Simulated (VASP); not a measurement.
# Re (P2_1/m) in VASP: further runs

The runs below take Re through single point, with PBE.

Everything below comes from runs of VASP 6.6.1. Logs are shortened: lines on timing, memory, paths and dates and some standing lists are left out, and cuts for length are marked.

## 1. The cell of the first run

The typed cell holds 2 atoms: a = 2.765 Å, b = 2.765 Å, c = 4.474 Å, α = 90.00°, β = 90.00°, γ = 120.00°.

## 2. Single point, PBE

File INCAR:

```
  ALGO = Normal
  EDIFF = 1E-6
  ENCUT = 410
  GGA = PE
  GGA_COMPAT = F
  ISIF = 2
  ISMEAR = -1
  LASPH = T
  LCHARG = F
  LREAL = F
  LWAVE = F
  NBANDS = 22
  NELM = 120
  PREC = Accurate
  SIGMA = 0.05
```

File KPOINTS:

```
k-points
0
Gamma
  9 9 5
```

File POSCAR:

```
Re
1.0
    2.7653363785      0.0000000000      0.0000000000
   -1.3826681893      2.3948515538      0.0000000000
    0.0000000000      0.0000000000      4.4735766300
Re
2
Direct
    0.2793125848      0.6252550383      0.2499999648
    0.7206874804      0.6247451946      0.7499998944
```

Potentials or basis: VASP PAW PBE potentials, release 64 (Re_sv_GW).

On the command line:

```bash
$ cat potpaw_PBE.64/Re_sv_GW/POTCAR > POTCAR
$ mpirun -np 1 vasp_std > vasp.out
```

OUTCAR:

```text
EDIFF = 1E-6
   ENCUT = 410
   GGA = PE
   ISIF = 2
   ISMEAR = -1
   LASPH = T
   LREAL = F
   NELM = 120
   PREC = Accurate

 ion  position               nearest neighbor table
   1  0.279  0.625  0.250-   2 2.55   2 2.55   2 2.72   2 2.72   2 3.28   2 3.28   2 3.28   2 3.28

   2  0.721  0.625  0.750-   1 2.55   1 2.55   1 2.72   1 2.72   1 3.28   1 3.28   1 3.28   1 3.28

  LATTYP: Found a hexagonal cell.
 ALAT       =     2.7653363785
 C/A-ratio  =     1.6177332583

  Lattice vectors:

 A1 = (   2.7653363785,   0.0000000000,   0.0000000000)
 A2 = (  -1.3826681893,   2.3948515538,   0.0000000000)
 A3 = (   0.0000000000,   0.0000000000,   4.4735766300)

Analysis of symmetry for initial positions (statically):
=====================================================================
 Subroutine PRICEL returns:
 Original cell was already a primitive cell.

 Routine SETGRP: Setting up the symmetry group for a
 hexagonal supercell.

 Subroutine GETGRP returns: Found  4 space group operations
 (whereof  1 operations were pure point group operations)
 out of a pool of 24 trial point group operations.

The static configuration has the point symmetry C_1 .
 The point group associated with its full space group is C_2h.

Analysis of symmetry for dynamics (positions and initial velocities):
=====================================================================
 Subroutine PRICEL returns:
 Original cell was already a primitive cell.

 Routine SETGRP: Setting up the symmetry group for a
 hexagonal supercell.

 Subroutine GETGRP returns: Found  4 space group operations
 (whereof  1 operations were pure point group operations)
 out of a pool of 24 trial point group operations.

The dynamic configuration has the point symmetry C_1 .
 The point group associated with its full space group is C_2h.

 Subroutine INISYM returns: Found  4 space group operations
 (whereof  1 operations are pure point group operations),
 and found     1 'primitive' translations

----------------------------------------------------------------------------------------

                                     Primitive cell

  volume of cell :      29.6266

  direct lattice vectors                    reciprocal lattice vectors
[... 79 lines left out ...]
   ISTART =      0    job   : 0-new  1-cont  2-samecut
   ICHARG =      2    charge: 1-file 2-atom 10-const
   ISPIN  =      1    spin polarized calculation?
   LNONCOLLINEAR =      F non collinear calculations
   LSORBIT =      F    spin-orbit coupling
   LASPH  =      T    aspherical Exc in radial PAW
   ENCUT  =  410.0 eV  30.13 Ry    5.49 a.u.   4.57  4.57  7.39*2*pi/ulx,y,z
   NELM   =    120;   NELMIN=  2; NELMDL= -5     # of ELM steps
   EDIFF  = 0.1E-05   stopping-criterion for ELM
   LREAL  =      F    real-space projection
   EDIFFG = 0.1E-04   stopping-criterion for IOM
   NSW    =      0    number of steps for IOM
   IBRION =     -1    ionic relax: 0-MD 1-quasi-New 2-CG
   NFREE  =      0    steps in history (QN), initial steepest desc. (CG)
   ISIF   =      2    stress and relaxation
   ISYM   =      2    0-nonsym 1-usesym 2-fastsym
   POTIM  = 0.5000    time-step for ionic-motion
   TEBEG  =    0.0;   TEEND  =   0.0 temperature during run
   PSTRESS=    0.0 pullay stress
   NELECT =      30.0000    total number of electrons
   NUPDOWN=      -1.0000    fix difference up-down
   EMIN   =  10.00;   EMAX   =-10.00  energy-range for DOS
   EFERMI =   0.00;   METHOD = LEGACY
   ISMEAR =    -1;   SIGMA  =   0.05  broadening in eV -4-tet -1-fermi 0-gaus
   EFERMI_NEDOS =   21; number of points for ismear=-14 and -15
   IALGO  =     38    algorithm
   IMIX   =      4    mixing-type and parameters
     AMIX     =   0.40;   BMIX     =  1.00
     AMIX_MAG =   1.60;   BMIX_MAG =  1.00
  volume/ion in A,a.u.               =      14.81        99.96
  Fermi-wavevector in a.u.,A,eV,Ry     =   1.643948  3.106611 36.770634  2.702565
  Thomas-Fermi vector in A             =   2.733996
   LORBIT       =      0    0 simple, 1 ext, 2 COOP (PROOUT), +10 PAW based schemes
   GGA     = PE    functional components
   LHFCALC =     F    Hartree Fock is set to
   AEXX    =    0.0000 exact exchange contribution
   IVDW    =     0    specifies the selected vdW correction
   LEPSILON=     F    determine dielectric tensor
   LRPA    =     F    only Hartree local field effects (RPA)
 non-spin polarized calculation
  energy-cutoff  :      410.00
  volume of cell :       29.63
 maximum number of plane-waves:       574
   NGX =  9   NGY =  9   NGZ = 15

 number of electron      29.9999990 magnetization

 Free energy of the ion-electron system (eV)
  ---------------------------------------------------
  ext. energy  EPLUGINS =         0.00000000
  ---------------------------------------------------
  free energy    TOTEN  =       -27.25845371 eV

  energy without entropy =      -27.24326644  energy(sigma->0) =      -27.25086008

 E-fermi :  13.6239     XC(G=0): -14.1642

 val. band max:       13.5917827794   @ k =   0.3333   0.1111   0.4000
 cond. band min:      13.6263949079   @ k =  -0.3333   0.3333   0.2000
 fundamental gap:      0.0346121285
 Fermi energy:        13.6238911895

 k-point     1 :       0.0000    0.0000    0.0000
  band No.  band energies     occupation
      1     -66.8776      2.00000
      2     -66.7248      2.00000
      3     -29.5698      2.00000
      4     -28.3389      2.00000
      5     -28.3131      2.00000
      6     -28.2205      2.00000
[... 589 lines left out ...]
     21      22.1112      0.00000
     22      23.1496      0.00000

 [... further k-points ...]

------------------------ aborting loop because EDIFF is reached ----------------------------------------

  FORCE on cell =-STRESS in cart. coord.  units (eV):
  Direction    XX          YY          ZZ          XY          YZ          ZX
  --------------------------------------------------------------------------------------
  -------------------------------------------------------------------------------------
  Total        4.7510934     -1.9316814      3.7032687      0.0095527      0.0000000      0.0000000
  in kB      256.9346660   -104.4635162    200.2692899      0.5165991      0.0000000      0.0000000
  external PRESSURE =     117.5801466 kB  Pullay stress =       0.0000000 kB

 VOLUME and BASIS-vectors are now :
 -----------------------------------------------------------------------------
  energy-cutoff  :      410.00
  volume of cell :       29.63
      direct lattice vectors                 reciprocal lattice vectors
     2.765336378  0.000000000  0.000000000     0.361619660  0.208781208  0.000000000
    -1.382668189  2.394851554  0.000000000     0.000000000  0.417562416  0.000000000
     0.000000000  0.000000000  4.473576630     0.000000000  0.000000000  0.223534787

 POSITION                                       TOTAL-FORCE (eV/Angst)
 -----------------------------------------------------------------------------------
     -0.09213      1.49739      1.11839        -0.045305      0.017761     -0.000000
      1.12913      1.49617      3.35518         0.045305     -0.017761      0.000000
 -----------------------------------------------------------------------------------
    total drift:                                0.000019     -0.000627      0.002457

  FREE ENERGIE OF THE ION-ELECTRON SYSTEM (eV)
  ---------------------------------------------------
  free  energy   TOTEN  =       -27.2584537055 eV

  energy  without entropy=      -27.2432664449  energy(sigma->0) =      -27.25086008
```

OSZICAR:

```text
N       E                     dE             d eps       ncg     rms          rms(c)
DAV:   1     0.220506409715E+03    0.22051E+03   -0.18709E+04  5844   0.118E+03
DAV:   2    -0.196454014113E+02   -0.24015E+03   -0.23042E+03  6610   0.379E+02
DAV:   3    -0.291924023304E+02   -0.95470E+01   -0.94653E+01  6614   0.683E+01
DAV:   4    -0.292787301444E+02   -0.86328E-01   -0.86302E-01  6018   0.662E+00
DAV:   5    -0.292793069272E+02   -0.57678E-03   -0.57676E-03  6682   0.489E-01    0.206E+02
DAV:   6    -0.275630464283E+02    0.17163E+01   -0.24826E+00  5868   0.114E+01    0.112E+02
DAV:   7    -0.272993797546E+02    0.26367E+00   -0.17027E+00  6354   0.888E+00    0.426E+00
DAV:   8    -0.272582695610E+02    0.41110E-01   -0.16503E-01  5904   0.320E+00    0.474E-01
DAV:   9    -0.272584699466E+02   -0.20039E-03   -0.20170E-03  6368   0.351E-01    0.179E+00
DAV:  10    -0.272584529788E+02    0.16968E-04   -0.18267E-04  6048   0.119E-01    0.182E-01
DAV:  11    -0.272584546884E+02   -0.17096E-05   -0.54550E-06  5606   0.197E-02    0.942E-02
DAV:  12    -0.272584537055E+02    0.98283E-06   -0.87968E-07  3534   0.858E-03
   1 F= -.27258454E+02 E0= -.27250860E+02  d E =-.151873E-01
```

stdout:

```text
POSCAR found type information on POSCAR Re
 POSCAR found :  1 types and       2 ions
 scaLAPACK will be used
 LDA part: xc-table for (Slater+PW92), standard interpolation
 POSCAR, INCAR and KPOINTS ok, starting setup
 FFT: planning ... GRIDC
 FFT: planning ... GRID_SOFT
 FFT: planning ... GRID
 WAVECAR not read
 entering main loop
```

It took 21 s on 1 thread of Intel Xeon 6975P-C (Granite Rapids), shared host; peak memory 0.16 GiB.

What came out:

```yaml
Free_energy: -27.2585 eV
Pressure: 11.8 GPa
Largest_force: 0.049 eV/Å
Band_gap_on_the_k_mesh: zero (bands 15 and 16 overlap by 3.65 eV)
```

Forces on the atoms (eV/Å):
```
Re  -0.045  0.018  0.000
Re   0.045 -0.018  0.000
```

Levels at points of the mesh, in eV from the Fermi level:
| k point | band 11 | band 12 | band 13 | band 14 | band 15 | band 16 | band 17 | band 18 | band 19 | band 20 |
| --- | --- | --- | --- | --- | --- | --- | --- | --- | --- | --- |
| (0.00, 0.00, 0.00) | -3.93 | -2.55 | -1.80 | -1.32 | -0.80 | -0.78 | -0.10 | 0.07 | 2.30 | 4.60 |

Caveat: the stress differs along the axes, from -10 to 26 GPa; spin-orbit coupling is left out, which moves the levels of the heavy elements.

## 3. Single point, PBE

File INCAR:

```
  PREC = Accurate
  ENCUT = 410
  EDIFF = 1E-6
  ISMEAR = -1
  SIGMA = 0.05
  LREAL = False
  LASPH = True
  NELM = 120
  ALGO = Normal
  ISIF = 2
  LWAVE = False
  LCHARG = True
  GGA = PE
  LELF = True
  LVHAR = True
  NBANDS = 22
  GGA_COMPAT = False
```

File KPOINTS:

```
Automatic mesh
0
Gamma
  9 9 5
```

File POSCAR:

```
Re
1.0
    2.7653363785      0.0000000000      0.0000000000
   -1.3826681893      2.3948515538      0.0000000000
    0.0000000000      0.0000000000      4.4735766300
Re
2
Direct
    0.2736278296      0.6476702063      0.2499999648
    0.7263723163      1.1023301197      0.7499998944
```

Potentials or basis: VASP PAW PBE potentials, release 64 (Re_sv_GW).

On the command line:

```bash
$ cat potpaw_PBE.64/Re_sv_GW/POTCAR > POTCAR
$ mpirun -np 1 vasp_std > vasp.out
```

Run time: 33 s. Hardware: 1 thread of AMD EPYC 7R13 (Zen 3), shared host; peak memory 0.13 GiB.

It converged, with:

```
Free energy            : -27.2589 eV
Pressure               : 11.2 GPa
Largest force          : 0.067 eV/Å
Band gap on the k mesh : zero (bands 15 and 16 overlap by 3.63 eV)
```

Forces in eV/Å, atoms in the order of the input:
```
Re   0.067 -0.010  0.000
Re  -0.067  0.010  0.000
```

Stress tensor (GPa, compression positive):
```
-2.31 16.14  0.00
16.14 15.99  0.00
 0.00  0.00 20.02
```

Levels at points of the mesh, in eV from the Fermi level:
```
           k point  band 12  band 13  band 14  band 15  band 16  band 17  band 18  band 19
(0.00, 0.00, 0.00)    -2.57    -1.85    -1.33    -0.78    -0.73    -0.12     0.09     2.25
```

Caveat: the stress differs along the axes, from -2 to 20 GPa; spin-orbit coupling is left out, which moves the levels of the heavy elements.

The gap in the log of VASP goes by the Fermi energy; the results here count the filled bands.